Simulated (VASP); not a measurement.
Here is a VASP 6.6.1 calculation.

Contents of INCAR:

```
SYSTEM = HfO2
PREC     = Accurate       ! precision mode
ENCUT    = 520            ! plane-wave cutoff, eV
EDIFF    = 1E-6           ! SCF threshold, eV
ISMEAR   = 0              ! smearing method
SIGMA    = 0.02           ! smearing width, eV
LREAL    = .FALSE.        ! projectors in reciprocal space
LASPH    = .TRUE.         ! aspherical terms in the spheres
NELM     = 80             ! most SCF steps
ALGO     = Normal         ! electronic algorithm
ISIF     = 2              ! what is computed and relaxed
LWAVE    = .FALSE.        ! write WAVECAR
LCHARG   = .FALSE.        ! write CHGCAR
GGA      = PE             ! functional
NBANDS   = 31             ! bands
```

File KPOINTS:

```
Automatic mesh
0
G
  6 6 8
  0 0 0
```

File POSCAR:

```
HfO2
1.0
    4.8803694249      0.0000000000      0.0000000000
    0.0000000000      4.8803694249      0.0000000000
    0.0000000000      0.0000000000      3.4319421930
Hf O
2 4
Direct
    0.0000000000      0.0000000000      0.0000000000
    0.5000000000      0.5000000000      0.5000000000
    0.1923851448      0.8076148552      0.5000000000
    0.3076148552      0.3076148552      0.0000000000
    0.6923851448      0.6923851448      0.0000000000
    0.8076148552      0.1923851448      0.5000000000
```

Potentials or basis: VASP PAW PBE potentials, release 64 (Hf_pv, O).

The run is started by

```sh
$ cat potpaw_PBE.64/Hf_pv/POTCAR potpaw_PBE.64/O/POTCAR > POTCAR
$ mpirun -np 1 vasp_std > vasp.out
```

(1) Estimate the largest force.

(2) What does it give for the band gap on the k mesh?

## Answers

(1) 0.019 eV/Å.

(2) 3.59 eV.

Caveat: the cell differs from its parent crystal (strain along c alone, the other axes held: +6.0 %, then relaxed in part); spin-orbit coupling is left out, which moves the levels of the heavy elements.
